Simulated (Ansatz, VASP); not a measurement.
## Zn3Cd2Se5: VASP beside Ansatz

```xyz
10
Lattice="0.0000 -4.1642 0.0000 4.1642 0.0000 0.0000 -2.0821 2.0821 14.9198" Properties=species:S:1:pos:R:3 pbc="T T T"
Zn    0.0000    0.0000   12.1431
Zn    0.0000    0.0000    0.0000
Zn    2.0821   -2.0821    2.7766
Cd    2.0821   -2.0821    9.1073
Cd    0.0000    0.0000    5.8125
Se    2.0821    0.0000   10.7652
Se    0.0000   -2.0821   13.5329
Se    0.0000   -2.0821    1.3869
Se    2.0821    0.0000    4.1546
Se    0.0000   -2.0821    7.4599
```

Alike in both runs: task single point; functional PBE; k mesh 4 × 4 × 4; occupations gaussian, width 0.1 eV; no spin polarisation.

|  | VASP | Ansatz |
| --- | --- | --- |
| version | VASP 6.6.1 | Ansatz 0.2.0 |
| potentials or method | VASP PAW PBE potentials, release 64 (Zn, Cd, Se), cutoff 520 eV | scalar-relativistic, plane waves, PAW |
| valence electrons in the cell | 90 | 156 |

VASP gave:

- gap on the k mesh at the Fermi level (eV): 0.76
- least direct gap on the mesh (eV): 0.76
- pressure (GPa): 0.4
- traceless stress, the component that is largest in VASP (GPa): -0.19
- rms of the force components (eV/Å): 0.007

Problem. What did Ansatz give for the same quantities?

Solution. gap on the k mesh at the Fermi level (eV): 0.76; least direct gap on the mesh (eV): 0.76; pressure (GPa): 0.1; traceless stress, the component that is largest in VASP (GPa): -0.20; rms of the force components (eV/Å): 0.003.

Atom by atom the forces differ by 0.004 eV/Å (rms over components). VASP's potentials hold 90 valence electrons a cell and Ansatz's 156, so a difference there can come from the potentials and not from the codes.
